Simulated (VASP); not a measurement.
# Y (Fm-3m) in VASP: a series of runs

Y is run at these levels: r2SCAN; tasks: single point, relaxation of volume and atoms at fixed shape.

All numbers are computed with VASP 6.6.1; they aren't measurements. Logs are shortened: lines on timing, memory, paths and dates and some standing lists are left out, and cuts for length are marked.

**1. The cell of the first run**

It takes space group Fm-3m (No. 225, cubic). The conventional cell has a = 5.099 Å, b = 5.099 Å, c = 5.099 Å, α = 90.00°, β = 90.00°, γ = 90.00°. Within 4.7 Å of Y (site symmetry m-3m) lie 12 Y at 3.61 Å.

This isn't the form of Y at room conditions, which is hcp.

**2. Single point, r2SCAN**

Contents of POSCAR:

```
Y
1.0
    0.0000000000      2.5496288614      2.5496288614
    2.5496288614      0.0000000000      2.5496288614
    2.5496288614      2.5496288614      0.0000000000
Y
1
Direct
    0.0000000000      0.0000000000      0.0000000000
```

Contents of INCAR.step1:

```
PREC = Accurate ; ENCUT = 550
ISMEAR = -1 ; SIGMA = 0.05
LREAL = F ; LASPH = T
NELM = 120 ; NBANDS = 12
GGA = PE ; ALGO = Normal
EDIFF = 1E-5 ; LWAVE = T
LCHARG = F ; GGA_COMPAT = F
```

Contents of INCAR.step2:

```
PREC = Accurate ; ENCUT = 550
EDIFF = 1E-6 ; ISMEAR = -1
SIGMA = 0.05 ; LREAL = F
LASPH = T ; NELM = 120
ALGO = Normal ; ISIF = 2
LWAVE = F ; LCHARG = F
METAGGA = R2SCAN ; LMIXTAU = T
NBANDS = 12 ; ISTART = 1
GGA_COMPAT = F
```

Contents of KPOINTS:

```
regular mesh
0
Gamma
  7 7 7
```

Potentials or basis: VASP PAW PBE potentials, release 64 (Y_sv).

The run is started by

```console
$ cat potpaw_PBE.64/Y_sv/POTCAR > POTCAR
$ cp INCAR.step1 INCAR
$ mpirun -np 1 vasp_std > vasp.out
$ cp INCAR.step2 INCAR
$ mpirun -np 1 vasp_std > vasp.out
```

OUTCAR:

```text
PREC = Accurate
   ENCUT = 550
   EDIFF = 1E-6
   ISMEAR = -1
   LREAL = F
   LASPH = T
   NELM = 120
   ISIF = 2
   METAGGA = R2SCAN
   ISTART = 1

 ion  position               nearest neighbor table
   1  0.000  0.000  0.000-

  LATTYP: Found a face centered cubic cell.
 ALAT       =     5.0992577228

  Lattice vectors:

 A1 = (   0.0000000000,   2.5496288614,   2.5496288614)
 A2 = (   2.5496288614,   0.0000000000,   2.5496288614)
 A3 = (   2.5496288614,   2.5496288614,   0.0000000000)

Analysis of symmetry for initial positions (statically):
=====================================================================
 Subroutine PRICEL returns:
 Original cell was already a primitive cell.

 Routine SETGRP: Setting up the symmetry group for a
 face centered cubic supercell.

 Subroutine GETGRP returns: Found 48 space group operations
 (whereof 48 operations were pure point group operations)
 out of a pool of 48 trial point group operations.

The static configuration has the point symmetry O_h .

Analysis of symmetry for dynamics (positions and initial velocities):
=====================================================================
 Subroutine PRICEL returns:
 Original cell was already a primitive cell.

 Routine SETGRP: Setting up the symmetry group for a
 face centered cubic supercell.

 Subroutine GETGRP returns: Found 48 space group operations
 (whereof 48 operations were pure point group operations)
 out of a pool of 48 trial point group operations.

The dynamic configuration has the point symmetry O_h .

 Subroutine INISYM returns: Found 48 space group operations
 (whereof 48 operations are pure point group operations),
 and found     1 'primitive' translations

----------------------------------------------------------------------------------------

                                     Primitive cell

  volume of cell :      33.1483

  direct lattice vectors                    reciprocal lattice vectors
     0.000000000  2.549628861  2.549628861    -0.196106974  0.196106974  0.196106974
     2.549628861  0.000000000  2.549628861     0.196106974 -0.196106974  0.196106974
     2.549628861  2.549628861  0.000000000     0.196106974  0.196106974 -0.196106974

  length of vectors
     3.605719715  3.605719715  3.605719715     0.339667242  0.339667242  0.339667242

  position of ions in fractional coordinates (direct lattice)
     0.000000000  0.000000000  0.000000000

  ion indices of the primitive-cell ions
   primitive index   ion index
                 1           1

----------------------------------------------------------------------------------------

 KPOINTS: regular mesh

Automatic generation of k-mesh.
 Grid dimensions read from file:
 generate k-points for:    7    7    7

 Generating k-lattice:

  Cartesian coordinates                     Fractional coordinates (reciprocal lattice)
    -0.028015282  0.028015282  0.028015282     0.142857143  0.000000000  0.000000000
     0.028015282 -0.028015282  0.028015282     0.000000000  0.142857143  0.000000000
     0.028015282  0.028015282 -0.028015282     0.000000000  0.000000000  0.142857143

  Length of vectors
     0.048523892  0.048523892  0.048523892

  Shift w.r.t. Gamma in fractional coordinates (k-lattice)
     0.000000000  0.000000000  0.000000000

 Subroutine IBZKPT returns following result:
 ===========================================

 Found     20 irreducible k-points:

 Following reciprocal coordinates:
            Coordinates               Weight
  0.000000  0.000000  0.000000      1.000000
  0.142857  0.000000  0.000000      8.000000
  0.285714  0.000000  0.000000      8.000000
  0.428571  0.000000  0.000000      8.000000
  0.142857  0.142857  0.000000      6.000000
  0.285714  0.142857  0.000000     24.000000
[... 12 lines left out ...]
 -0.428571  0.428571  0.142857     24.000000
 -0.285714  0.428571  0.142857     24.000000
   k-points           NKPTS =     20   k-points in BZ     NKDIM =     20   number of bands    NBANDS=     12
   number of dos      NEDOS =    301   number of ions     NIONS =      1
   total plane-waves  NPLWV =  21952
   dimension x,y,z NGX =    28 NGY =   28 NGZ =   28
   dimension x,y,z NGXF=    56 NGYF=   56 NGZF=   56
   ions per type =               1
   NGX,Y,Z   is equivalent  to a cutoff of  12.91, 12.91, 12.91 a.u.
   NGXF,Y,Z  is equivalent  to a cutoff of  25.82, 25.82, 25.82 a.u.
 SYSTEM =  unknown system
   PREC   = accura    normal or accurate (medium, high low for compatibility)
   ISTART =      1    job   : 0-new  1-cont  2-samecut
   ICHARG =      0    charge: 1-file 2-atom 10-const
   ISPIN  =      1    spin polarized calculation?
   LNONCOLLINEAR =      F non collinear calculations
   LSORBIT =      F    spin-orbit coupling
   LASPH  =      T    aspherical Exc in radial PAW
   ENCUT  =  550.0 eV  40.42 Ry    6.36 a.u.   6.89  6.89  6.89*2*pi/ulx,y,z
   NELM   =    120;   NELMIN=  2; NELMDL=  0     # of ELM steps
   EDIFF  = 0.1E-05   stopping-criterion for ELM
   LREAL  =      F    real-space projection
   EDIFFG = 0.1E-04   stopping-criterion for IOM
   NSW    =      0    number of steps for IOM
   IBRION =     -1    ionic relax: 0-MD 1-quasi-New 2-CG
   NFREE  =      0    steps in history (QN), initial steepest desc. (CG)
   ISIF   =      2    stress and relaxation
   ISYM   =      2    0-nonsym 1-usesym 2-fastsym
   POTIM  = 0.5000    time-step for ionic-motion
   TEBEG  =    0.0;   TEEND  =   0.0 temperature during run
   PSTRESS=    0.0 pullay stress
   NELECT =      11.0000    total number of electrons
   NUPDOWN=      -1.0000    fix difference up-down
   EMIN   =  10.00;   EMAX   =-10.00  energy-range for DOS
   EFERMI =   0.00;   METHOD = LEGACY
   ISMEAR =    -1;   SIGMA  =   0.05  broadening in eV -4-tet -1-fermi 0-gaus
   EFERMI_NEDOS =   21; number of points for ismear=-14 and -15
   IALGO  =     38    algorithm
   IMIX   =      4    mixing-type and parameters
     AMIX     =   0.40;   BMIX     =  1.00
     AMIX_MAG =   1.60;   BMIX_MAG =  1.00
  volume/ion in A,a.u.               =      33.15       223.70
  Fermi-wavevector in a.u.,A,eV,Ry     =   1.133406  2.141826 17.478162  1.284609
  Thomas-Fermi vector in A             =   2.270108
   LORBIT       =      0    0 simple, 1 ext, 2 COOP (PROOUT), +10 PAW based schemes
   METAGGA = R2SCAN    functional components
   LHFCALC =     F    Hartree Fock is set to
   AEXX    =    0.0000 exact exchange contribution
   IVDW    =     0    specifies the selected vdW correction
   LEPSILON=     F    determine dielectric tensor
   LRPA    =     F    only Hartree local field effects (RPA)
 non-spin polarized calculation
  energy-cutoff  :      550.00
  volume of cell :       33.15
 maximum number of plane-waves:       984
   NGX = 13   NGY = 13   NGZ = 13

 number of electron      11.0000001 magnetization

 Free energy of the ion-electron system (eV)
  ---------------------------------------------------
  ext. energy  EPLUGINS =         0.00000000
  ---------------------------------------------------
  free energy    TOTEN  =       -20.23077287 eV

  energy without entropy =      -20.21873052  energy(sigma->0) =      -20.22475170

 E-fermi :   3.0594     XC(G=0): -10.0405

 val. band max:        2.8896529882   @ k =  -0.4286   0.2857   0.1429
 cond. band min:       3.0716965659   @ k =   0.2857   0.2857   0.0000
 fundamental gap:      0.1820435778
 Fermi energy:         3.0594222421

 k-point     1 :       0.0000    0.0000    0.0000
  band No.  band energies     occupation
      1     -41.1717      2.00000
      2     -20.2168      2.00000
      3     -20.2168      2.00000
      4     -20.2168      2.00000
      5      -1.9263      2.00000
      6       5.0795      0.00000
      7       5.0795      0.00000
      8       5.0795      0.00000
      9       7.1775      0.00000
     10       7.1775      0.00000
     11      12.3210      0.00000
     12      15.7991      0.00000

 k-point     2 :       0.1429    0.0000    0.0000
  band No.  band energies     occupation
      1     -41.1594      2.00000
      2     -20.3274      2.00000
      3     -20.2306      2.00000
      4     -20.2306      2.00000
      5      -1.4229      2.00000
      6       4.5250      0.00000
      7       5.2808      0.00000
      8       5.2808      0.00000
      9       6.9716      0.00000
     10       6.9716      0.00000
     11      13.3229      0.00000
     12      14.2259      0.00000

 k-point     3 :       0.2857    0.0000    0.0000
  band No.  band energies     occupation
      1     -41.1315      2.00000
      2     -20.5676      2.00000
      3     -20.2613      2.00000
      4     -20.2613      2.00000
      5      -0.1737      2.00000
      6       3.6828      0.00001
      7       5.2654      0.00000
      8       5.2654      0.00000
      9       7.3332      0.00000
     10       7.3332      0.00000
     11      12.1522      0.00000
     12      14.6261      0.00000

 k-point     4 :       0.4286    0.0000    0.0000
  band No.  band energies     occupation
      1     -41.1091      2.00000
      2     -20.7527      2.00000
      3     -20.2858      2.00000
      4     -20.2858      2.00000
      5       0.9201      2.00000
      6       3.4148      0.00164
      7       4.9517      0.00000
      8       4.9517      0.00000
      9       8.3852      0.00000
     10       8.3852      0.00000
     11      11.2923      0.00000
     12      12.5225      0.00000

 k-point     5 :       0.1429    0.1429    0.0000
  band No.  band energies     occupation
      1     -41.1553      2.00000
      2     -20.3246      2.00000
      3     -20.2546      2.00000
      4     -20.2546      2.00000
      5      -1.2582      2.00000
      6       4.2985      0.00000
      7       5.4585      0.00000
      8       5.4585      0.00000
      9       6.2313      0.00000
     10       7.4112      0.00000
     11      13.8293      0.00000
     12      15.0320      0.00000
[... 168 lines left out ...]
      1     -41.1118      2.00000
      2     -20.5988      2.00000
      3     -20.3923      2.00000
      4     -20.3080      2.00000
      5       0.8255      2.00000
      6       3.2086      0.09632
      7       4.1870      0.00000
      8       6.2818      0.00000
      9       6.7337      0.00000
     10       8.7463      0.00000
     11      12.9582      0.00000
     12      14.5632      0.00000

 k-point    18 :      -0.4286    0.2857    0.1429
  band No.  band energies     occupation
      1     -41.0950      2.00000
      2     -20.6696      2.00000
      3     -20.4611      2.00000
      4     -20.3430      2.00000
      5       1.9764      2.00000
      6       2.8897      1.93512
      7       3.7499      0.00000
      8       5.9854      0.00000
      9       7.9260      0.00000
     10       9.5036      0.00000
     11      11.0207      0.00000
     12      13.8026      0.00000

 k-point    19 :      -0.4286    0.4286    0.1429
  band No.  band energies     occupation
      1     -41.0877      2.00000
      2     -20.6746      2.00000
      3     -20.4673      2.00000
      4     -20.4032      2.00000
      5       1.7846      2.00000
      6       2.6800      1.99899
      7       4.0017      0.00000
      8       6.9280      0.00000
      9       8.4366      0.00000
     10       9.6090      0.00000
     11      11.3356      0.00000
     12      11.8170      0.00000

 k-point    20 :      -0.2857    0.4286    0.1429
  band No.  band energies     occupation
      1     -41.0858      2.00000
      2     -20.6040      2.00000
      3     -20.5701      2.00000
      4     -20.3942      2.00000
      5       2.3247      2.00000
      6       2.8845      1.94126
      7       3.5870      0.00005
      8       6.1834      0.00000
      9       8.5253      0.00000
     10       9.7884      0.00000
     11      11.0929      0.00000
     12      12.1445      0.00000

------------------------ aborting loop because EDIFF is reached ----------------------------------------

  FORCE on cell =-STRESS in cart. coord.  units (eV):
  Direction    XX          YY          ZZ          XY          YZ          ZX
  --------------------------------------------------------------------------------------
  -------------------------------------------------------------------------------------
  Total        0.0300741      0.0300741      0.0300741      0.0000000     -0.0000000      0.0000000
  in kB        1.4535911      1.4535911      1.4535911      0.0000000     -0.0000000      0.0000000
  external PRESSURE =       1.4535911 kB  Pullay stress =       0.0000000 kB

 VOLUME and BASIS-vectors are now :
 -----------------------------------------------------------------------------
  energy-cutoff  :      550.00
  volume of cell :       33.15
      direct lattice vectors                 reciprocal lattice vectors
     0.000000000  2.549628861  2.549628861    -0.196106974  0.196106974  0.196106974
     2.549628861  0.000000000  2.549628861     0.196106974 -0.196106974  0.196106974
     2.549628861  2.549628861  0.000000000     0.196106974  0.196106974 -0.196106974

 POSITION                                       TOTAL-FORCE (eV/Angst)
 -----------------------------------------------------------------------------------
      0.00000      0.00000      0.00000        -0.000000      0.000000     -0.000000
 -----------------------------------------------------------------------------------
    total drift:                               -0.000000     -0.000000     -0.000000

  FREE ENERGIE OF THE ION-ELECTRON SYSTEM (eV)
  ---------------------------------------------------
  free  energy   TOTEN  =       -20.2307728743 eV

  energy  without entropy=      -20.2187305162  energy(sigma->0) =      -20.22475170
```

It took 21 s on 1 thread of Intel Xeon 6975P-C (Granite Rapids), shared host; peak memory 0.17 GiB.

What came out:

| Quantity | Value |
| --- | --- |
| Free energy | -20.2308 eV |
| Pressure | 0.1 GPa |
| Band gap on the k mesh | zero (an odd number of electrons rules out a gap without spin polarisation) |

Levels at points of the mesh, in eV from the Fermi level:
```
           k point  band 3  band 4  band 5  band 6  band 7  band 8
(0.00, 0.00, 0.00)  -23.28  -23.28   -4.99    2.02    2.02    2.02
```

Caveat: the PAW data sets were made with another functional, which shifts forces and pressure a little.

**3. Relaxation of volume and atoms at fixed shape, r2SCAN**

This run uses another cell than the first one, of 32.97 Å³/atom.

Contents of POSCAR:

```
Y
1.0
    0.0000000000      2.5450000000      2.5450000000
    2.5450000000      0.0000000000      2.5450000000
    2.5450000000      2.5450000000      0.0000000000
Y
1
Direct
    0.0000000000      0.0000000000      0.0000000000
```

Contents of INCAR.step1:

```
  ALGO = Normal
  EDIFF = 1E-5
  EDIFFG = -0.005
  ENCUT = 550
  GGA = PE
  GGA_COMPAT = False
  IBRION = 2
  ISIF = 3
  ISMEAR = -1
  LASPH = True
  LCHARG = False
  LREAL = False
  LWAVE = True
  NELM = 120
  NELMIN = 4
  NSW = 100
  PREC = Accurate
  SIGMA = 0.05
```

Contents of INCAR.step2:

```
  ALGO = Normal
  EDIFF = 1E-7
  EDIFFG = -0.01
  ENCUT = 550
  GGA_COMPAT = False
  IBRION = 2
  ISIF = 8
  ISMEAR = -1
  ISTART = 1
  LASPH = True
  LCHARG = False
  LMIXTAU = True
  LREAL = False
  LWAVE = False
  METAGGA = R2SCAN
  NELM = 120
  NELMIN = 4
  NSW = 80
  PREC = Accurate
  SIGMA = 0.05
```

Contents of KPOINTS:

```
k-points
0
Gamma
  7 7 7
```

Potentials or basis: VASP PAW PBE potentials, release 64 (Y_sv).

The run is started by

```console
$ cat potpaw_PBE.64/Y_sv/POTCAR > POTCAR
$ cp INCAR.step1 INCAR
$ mpirun -np 1 vasp_std > vasp.out
$ cp INCAR.step2 INCAR
$ mpirun -np 1 vasp_std > vasp.out
```

OUTCAR:

```text
EDIFF = 1E-7
   EDIFFG = -0.01
   ENCUT = 550
   IBRION = 2
   ISIF = 8
   ISMEAR = -1
   ISTART = 1
   LASPH = True
   LREAL = False
   METAGGA = R2SCAN
   NELM = 120
   NELMIN = 4
   NSW = 80
   PREC = Accurate

 ion  position               nearest neighbor table
   1  0.000  0.000  0.000-

  LATTYP: Found a face centered cubic cell.
 ALAT       =     5.0900000000

  Lattice vectors:

 A1 = (   0.0000000000,   2.5450000000,   2.5450000000)
[... 461 lines left out ...]

------------------------ aborting loop because EDIFF is reached ----------------------------------------

  FORCE on cell =-STRESS in cart. coord.  units (eV):
  Direction    XX          YY          ZZ          XY          YZ          ZX
  --------------------------------------------------------------------------------------
  -------------------------------------------------------------------------------------
  Total       -0.0052877     -0.0052877     -0.0052877      0.0000000      0.0000000     -0.0000000
  in kB       -0.2545265     -0.2545265     -0.2545265      0.0000000      0.0000000     -0.0000000
  external PRESSURE =      -0.2545265 kB  Pullay stress =       0.0000000 kB

 VOLUME and BASIS-vectors are now :
 -----------------------------------------------------------------------------
  energy-cutoff  :      550.00
  volume of cell :       33.28
      direct lattice vectors                 reciprocal lattice vectors
     0.000000000  2.553128519  2.553128519    -0.195838163  0.195838163  0.195838163
     2.553128519  0.000000000  2.553128519     0.195838163 -0.195838163  0.195838163
     2.553128519  2.553128519  0.000000000     0.195838163  0.195838163 -0.195838163

 POSITION                                       TOTAL-FORCE (eV/Angst)
 -----------------------------------------------------------------------------------
      5.10626      5.10626      5.10626        -0.000000     -0.000000      0.000000
 -----------------------------------------------------------------------------------
    total drift:                                0.000000      0.000000      0.000000

  FREE ENERGIE OF THE ION-ELECTRON SYSTEM (eV)
  ---------------------------------------------------
  free  energy   TOTEN  =       -20.2307965292 eV

  energy  without entropy=      -20.2186122363  energy(sigma->0) =      -20.22470438

 reached required accuracy - stopping structural energy minimisation
```

OSZICAR.step1:

```text
N       E                     dE             d eps       ncg     rms          rms(c)
DAV:   1     0.225844967211E+02    0.22584E+02   -0.60379E+03   360   0.115E+03
DAV:   2    -0.532429990610E+01   -0.27909E+02   -0.27510E+02   410   0.173E+02
DAV:   3    -0.658111534258E+01   -0.12568E+01   -0.12182E+01   518   0.249E+01
[... 22 lines left out ...]
DAV:   2    -0.641720817085E+01    0.81868E-03   -0.14983E-03   466   0.323E-01    0.756E-02
DAV:   3    -0.641709699952E+01    0.11117E-03   -0.11487E-03   507   0.209E-01    0.591E-02
DAV:   4    -0.641711046112E+01   -0.13462E-04   -0.15742E-05   271   0.353E-02    0.449E-02
DAV:   5    -0.641714612959E+01   -0.35668E-04   -0.61489E-05   511   0.397E-02    0.988E-03
DAV:   6    -0.641714596380E+01    0.16579E-06   -0.53898E-07   183   0.676E-03
   3 F= -.64171460E+01 E0= -.64119976E+01  d E =-.156397E-02
```

It took 49 s on 1 thread of Intel Xeon 6975P-C (Granite Rapids), shared host; peak memory 0.18 GiB.

Results:

- Free energy: -20.2308 eV
- Relaxed volume: 33.28 Å³/atom
- Relaxed cell: a = 3.611 Å, b = 3.611 Å, c = 3.611 Å, α = 60.00°, β = 60.00°, γ = 60.00°
- Space group after relaxing (to 0.1 Å): Fm-3m (No. 225)
- Energy gained by relaxing: 0.3 meV/atom
- Ionic steps: 2
- Pressure after relaxing: 0.0 GPa
- Band gap on the k mesh: zero (an odd number of electrons rules out a gap without spin polarisation)

Step by step:
| step | energy change (eV) | largest force (eV/Å) | pressure (GPa) | volume (Å³) |
| --- | --- | --- | --- | --- |
| 1 | 0.0000 | 0.0000 | 0.32 | 32.97 |
| 2 | -0.0003 | 0.0000 | -0.03 | 33.28 |

Final structure:
```cif
data_structure
_symmetry_space_group_name_H-M 'P 1'
_symmetry_Int_Tables_number 1
_cell_length_a 3.6107
_cell_length_b 3.6107
_cell_length_c 3.6107
_cell_angle_alpha 60.000
_cell_angle_beta 60.000
_cell_angle_gamma 60.000
_cell_volume 33.28
loop_
_atom_site_label
_atom_site_type_symbol
_atom_site_fract_x
_atom_site_fract_y
_atom_site_fract_z
_atom_site_occupancy
Y1 Y 0.00000 0.00000 0.00000 1
```

Caveat: the PAW data sets were made with another functional, which shifts forces and pressure a little.
